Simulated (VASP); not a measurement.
# TaN (P-6m2) in VASP: single point with LDA

Aim: the single point of TaN with LDA.

All numbers are computed with VASP 6.6.1; they aren't measurements. Logs are shortened: lines on timing, memory, paths and dates and some standing lists are left out, and cuts for length are marked.

## 1. The cell of the first run

It takes space group P-6m2 (No. 187, hexagonal). Conventional cell: a = 2.930 Å, b = 2.930 Å, c = 2.870 Å, α = 90.00°, β = 90.00°, γ = 120.00°. Ta (site symmetry -6m2) has 6 N at 2.22 Å and 8 Ta at 2.87 to 2.93 Å within 3.0 Å. N (site symmetry -6m2) has 6 Ta at 2.22 Å and 8 N at 2.87 to 2.93 Å within 3.0 Å.

## 2. Single point, LDA

Contents of INCAR:

```
SYSTEM = TaN
  PREC = Accurate
  ENCUT = 700
  EDIFF = 1E-6
  ISMEAR = 0
  SIGMA = 0.1
  LREAL = .FALSE.
  LASPH = .TRUE.
  NELM = 120
  ALGO = Normal
  ISIF = 2
  LWAVE = .FALSE.
  LCHARG = .FALSE.
  NBANDS = 16
  GGA_COMPAT = .FALSE.
```

Contents of KPOINTS:

```
Automatic mesh
0
G
  9 9 6
  0 0 0
```

Contents of POSCAR:

```
TaN
1.0
    2.9300000000      0.0000000000      0.0000000000
   -1.4650000000      2.5374544000      0.0000000000
    0.0000000000      0.0000000000      2.8700000000
Ta N
1 1
Direct
    0.0000000000      0.0000000000      0.0000000000
    0.3333333000      0.6666667000      0.5000000000
```

Potentials or basis: VASP PAW LDA potentials, release 64 (Ta_sv_GW, N).

The run is started by

```bash
cat potpaw_LDA.64/Ta_sv_GW/POTCAR potpaw_LDA.64/N/POTCAR > POTCAR
mpirun -np 1 vasp_std > vasp.out
```

OUTCAR:

```text
SYSTEM = TaN
   PREC = Accurate
   ENCUT = 700
   EDIFF = 1E-6
   ISMEAR = 0
   LREAL = .FALSE.
   LASPH = .TRUE.
   NELM = 120
   ISIF = 2

 ion  position               nearest neighbor table
   1  0.000  0.000  0.000-   2 2.22   2 2.22   2 2.22   2 2.22   2 2.22   2 2.22
   2  0.333  0.667  0.500-   1 2.22   1 2.22   1 2.22   1 2.22   1 2.22   1 2.22

  LATTYP: Found a hexagonal cell.
 ALAT       =     2.9300000000
 C/A-ratio  =     0.9795221843

  Lattice vectors:

 A1 = (   2.9300000000,   0.0000000000,   0.0000000000)
 A2 = (  -1.4650000000,   2.5374544000,   0.0000000000)
 A3 = (   0.0000000000,   0.0000000000,   2.8700000000)

Analysis of symmetry for initial positions (statically):
=====================================================================
 Subroutine PRICEL returns:
 Original cell was already a primitive cell.

 Routine SETGRP: Setting up the symmetry group for a
 hexagonal supercell.

 Subroutine GETGRP returns: Found 12 space group operations
 (whereof 12 operations were pure point group operations)
 out of a pool of 24 trial point group operations.

The static configuration has the point symmetry D_3h.

Analysis of symmetry for dynamics (positions and initial velocities):
=====================================================================
 Subroutine PRICEL returns:
 Original cell was already a primitive cell.

 Routine SETGRP: Setting up the symmetry group for a
 hexagonal supercell.

 Subroutine GETGRP returns: Found 12 space group operations
 (whereof 12 operations were pure point group operations)
 out of a pool of 24 trial point group operations.

The dynamic configuration has the point symmetry D_3h.

 Subroutine INISYM returns: Found 12 space group operations
 (whereof 12 operations are pure point group operations),
 and found     1 'primitive' translations

----------------------------------------------------------------------------------------

                                     Primitive cell

  volume of cell :      21.3377

  direct lattice vectors                    reciprocal lattice vectors
     2.930000000  0.000000000  0.000000000     0.341296928  0.197047876  0.000000000
    -1.465000000  2.537454400  0.000000000     0.000000000  0.394095752  0.000000000
     0.000000000  0.000000000  2.870000000     0.000000000  0.000000000  0.348432056

  length of vectors
     2.930000000  2.929999971  2.870000000     0.394095748  0.394095752  0.348432056

  position of ions in fractional coordinates (direct lattice)
     0.000000000  0.000000000  0.000000000
     0.333333300  0.666666700  0.500000000

  ion indices of the primitive-cell ions
   primitive index   ion index
                 1           1
                 2           2

----------------------------------------------------------------------------------------

 KPOINTS: Automatic mesh

Automatic generation of k-mesh.
 Grid dimensions read from file:
 generate k-points for:    9    9    6

 Generating k-lattice:

  Cartesian coordinates                     Fractional coordinates (reciprocal lattice)
     0.037921881  0.021894208  0.000000000     0.111111111 -0.000000000  0.000000000
     0.000000000  0.043788417  0.000000000     0.000000000  0.111111111  0.000000000
     0.000000000  0.000000000  0.058072009     0.000000000  0.000000000  0.166666667

  Length of vectors
     0.043788416  0.043788417  0.058072009

  Shift w.r.t. Gamma in fractional coordinates (k-lattice)
     0.000000000  0.000000000  0.000000000

 Subroutine IBZKPT returns following result:
 ===========================================

 Found     48 irreducible k-points:

 Following reciprocal coordinates:
            Coordinates               Weight
  0.000000  0.000000  0.000000      1.000000
  0.111111 -0.000000  0.000000      6.000000
  0.222222 -0.000000  0.000000      6.000000
  0.333333 -0.000000  0.000000      6.000000
  0.444444 -0.000000  0.000000      6.000000
  0.111111  0.111111  0.000000      6.000000
[... 16 lines left out ...]
  0.333333  0.222222  0.166667     24.000000
  0.333333  0.333333  0.166667      4.000000
 [... further k-points ...]
   k-points           NKPTS =     48   k-points in BZ     NKDIM =     48   number of bands    NBANDS=     16
   number of dos      NEDOS =    301   number of ions     NIONS =      2
   total plane-waves  NPLWV =  21952
   dimension x,y,z NGX =    28 NGY =   28 NGZ =   28
   dimension x,y,z NGXF=    56 NGYF=   56 NGZF=   56
   ions per type =               1   1
   NGX,Y,Z   is equivalent  to a cutoff of  15.89, 15.89, 16.22 a.u.
   NGXF,Y,Z  is equivalent  to a cutoff of  31.77, 31.77, 32.44 a.u.
 SYSTEM =  TaN
   PREC   = accura    normal or accurate (medium, high low for compatibility)
   ISTART =      0    job   : 0-new  1-cont  2-samecut
   ICHARG =      2    charge: 1-file 2-atom 10-const
   ISPIN  =      1    spin polarized calculation?
   LNONCOLLINEAR =      F non collinear calculations
   LSORBIT =      F    spin-orbit coupling
   LASPH  =      T    aspherical Exc in radial PAW
   ENCUT  =  700.0 eV  51.45 Ry    7.17 a.u.   6.32  6.32  6.19*2*pi/ulx,y,z
   NELM   =    120;   NELMIN=  2; NELMDL= -5     # of ELM steps
   EDIFF  = 0.1E-05   stopping-criterion for ELM
   LREAL  =      F    real-space projection
   EDIFFG = 0.1E-04   stopping-criterion for IOM
   NSW    =      0    number of steps for IOM
   IBRION =     -1    ionic relax: 0-MD 1-quasi-New 2-CG
   NFREE  =      0    steps in history (QN), initial steepest desc. (CG)
   ISIF   =      2    stress and relaxation
   ISYM   =      2    0-nonsym 1-usesym 2-fastsym
   POTIM  = 0.5000    time-step for ionic-motion
   TEBEG  =    0.0;   TEEND  =   0.0 temperature during run
   PSTRESS=    0.0 pullay stress
   NELECT =      18.0000    total number of electrons
   NUPDOWN=      -1.0000    fix difference up-down
   EMIN   =  10.00;   EMAX   =-10.00  energy-range for DOS
   EFERMI =   0.00;   METHOD = LEGACY
   ISMEAR =     0;   SIGMA  =   0.10  broadening in eV -4-tet -1-fermi 0-gaus
   EFERMI_NEDOS =   21; number of points for ismear=-14 and -15
   IALGO  =     38    algorithm
   IMIX   =      4    mixing-type and parameters
     AMIX     =   0.40;   BMIX     =  1.00
     AMIX_MAG =   1.60;   BMIX_MAG =  1.00
  volume/ion in A,a.u.               =      10.67        72.00
  Fermi-wavevector in a.u.,A,eV,Ry     =   1.546855  2.923133 32.555502  2.392762
  Thomas-Fermi vector in A             =   2.652032
   LORBIT       =      0    0 simple, 1 ext, 2 COOP (PROOUT), +10 PAW based schemes
   GGA     = CA    functional components
   LHFCALC =     F    Hartree Fock is set to
   AEXX    =    0.0000 exact exchange contribution
   IVDW    =     0    specifies the selected vdW correction
   LEPSILON=     F    determine dielectric tensor
   LRPA    =     F    only Hartree local field effects (RPA)
 non-spin polarized calculation
 Gauss-broadening in eV      SIGMA  =   0.10
  energy-cutoff  :      700.00
  volume of cell :       21.34
 maximum number of plane-waves:       912
 NGX is ok and might be reduce to    28
   NGX = 13   NGY = 13   NGZ = 13

 number of electron      18.0000000 magnetization

 Free energy of the ion-electron system (eV)
  ---------------------------------------------------
  ext. energy  EPLUGINS =         0.00000000
  ---------------------------------------------------
  free energy    TOTEN  =       -27.22329338 eV

  energy without entropy =      -27.22256528  energy(sigma->0) =      -27.22292933

 E-fermi :  12.4489     XC(G=0): -14.0332

 val. band max:       12.4180128888   @ k =   0.3333   0.3333   0.0000
 cond. band min:      12.4683991502   @ k =   0.0000   0.0000   0.3333
 fundamental gap:      0.0503862613
 Fermi energy:        12.4489307791

 k-point     1 :       0.0000    0.0000    0.0000
  band No.  band energies     occupation
      1     -55.8013      2.00000
      2     -22.3140      2.00000
      3     -22.0521      2.00000
      4     -22.0521      2.00000
      5      -5.3156      2.00000
      6       7.6748      2.00000
[... 8 lines left out ...]
     15      25.3098      0.00000
     16      28.5013      0.00000

 k-point     2 :       0.1111   -0.0000    0.0000
  band No.  band energies     occupation
      1     -55.7918      2.00000
      2     -22.2965      2.00000
      3     -22.1891      2.00000
      4     -22.0814      2.00000
      5      -5.0573      2.00000
      6       6.9794      2.00000
[... 8 lines left out ...]
     15      25.2793      0.00000
     16      28.9945      0.00000

 k-point     3 :       0.2222   -0.0000    0.0000
  band No.  band energies     occupation
      1     -55.7678      2.00000
      2     -22.5227      2.00000
      3     -22.2520      2.00000
      4     -22.1547      2.00000
      5      -4.3905      2.00000
      6       5.7306      2.00000
[... 8 lines left out ...]
     15      25.3549      0.00000
     16      29.5621      0.00000

 k-point     4 :       0.3333   -0.0000    0.0000
  band No.  band energies     occupation
      1     -55.7403      2.00000
      2     -22.8818      2.00000
      3     -22.2367      2.00000
      4     -22.2009      2.00000
      5      -3.5926      2.00000
      6       4.6621      2.00000
[... 8 lines left out ...]
     15      25.7485      0.00000
     16      28.5700      0.00000
[... 324 lines left out ...]
 k-point    22 :       0.2222    0.2222    0.1667
  band No.  band energies     occupation
      1     -55.7150      2.00000
      2     -22.8591      2.00000
      3     -22.4059      2.00000
      4     -22.3935      2.00000
      5      -3.1439      2.00000
      6       5.1208      2.00000
[... 8 lines left out ...]
     15      24.9258      0.00000
     16      27.8295      0.00000

 k-point    23 :       0.3333    0.2222    0.1667
  band No.  band energies     occupation
      1     -55.7013      2.00000
      2     -22.9359      2.00000
      3     -22.5317      2.00000
      4     -22.3745      2.00000
      5      -2.8306      2.00000
      6       4.9121      2.00000
[... 8 lines left out ...]
     15      24.4973      0.00000
     16      27.6849      0.00000

 k-point    24 :       0.3333    0.3333    0.1667
  band No.  band energies     occupation
      1     -55.6964      2.00000
      2     -22.8239      2.00000
      3     -22.7232      2.00000
      4     -22.3637      2.00000
      5      -2.7147      2.00000
      6       5.5683      2.00000
[... 8 lines left out ...]
     15      25.9705      0.00000
     16      27.6083      0.00000

 [... further k-points ...]
[... 5 lines left out ...]
  --------------------------------------------------------------------------------------
  -------------------------------------------------------------------------------------
  Total       -0.9230511     -0.9230510     -0.9856773      0.0000000      0.0000000     -0.0000000
  in kB      -69.3088263    -69.3088245    -74.0112194      0.0000000      0.0000000     -0.0000000
  external PRESSURE =     -70.8762900 kB  Pullay stress =       0.0000000 kB

 VOLUME and BASIS-vectors are now :
 -----------------------------------------------------------------------------
  energy-cutoff  :      700.00
  volume of cell :       21.34
      direct lattice vectors                 reciprocal lattice vectors
     2.930000000  0.000000000  0.000000000     0.341296928  0.197047876  0.000000000
    -1.465000000  2.537454400  0.000000000     0.000000000  0.394095752  0.000000000
     0.000000000  0.000000000  2.870000000     0.000000000  0.000000000  0.348432056

 POSITION                                       TOTAL-FORCE (eV/Angst)
 -----------------------------------------------------------------------------------
      0.00000      0.00000      0.00000        -0.000000      0.000000      0.000000
     -0.00000      1.69164      1.43500         0.000000     -0.000000      0.000000
 -----------------------------------------------------------------------------------
    total drift:                                0.000088     -0.000051     -0.000000

  FREE ENERGIE OF THE ION-ELECTRON SYSTEM (eV)
  ---------------------------------------------------
  free  energy   TOTEN  =       -27.2232933754 eV

  energy  without entropy=      -27.2225652809  energy(sigma->0) =      -27.22292933
```

Run time: 27 s. Hardware: 1 thread of AMD EPYC 7R13 (Zen 3), shared host; peak memory 0.14 GiB.

What came out:

```
Free energy            : -27.2233 eV
Pressure               : -7.1 GPa
Band gap on the k mesh : zero (bands 9 and 10 overlap by 0.31 eV)
```

Levels at points of the mesh, in eV from the Fermi level:
| k point | band 7 | band 8 | band 9 | band 10 | band 11 | band 12 |
| --- | --- | --- | --- | --- | --- | --- |
| (0.00, 0.00, 0.00) | -4.77 | -4.40 | -3.05 | 2.24 | 3.46 | 3.46 |
| (0.00, 0.00, 0.50) | -3.95 | -3.95 | -0.29 | -0.29 | 2.31 | 3.11 |

Caveat: the k points lie up to 0.36 Å⁻¹ apart; spin-orbit coupling is left out, which moves the levels of the heavy elements.

The gap in the log of VASP goes by the Fermi energy; the results here count the filled bands.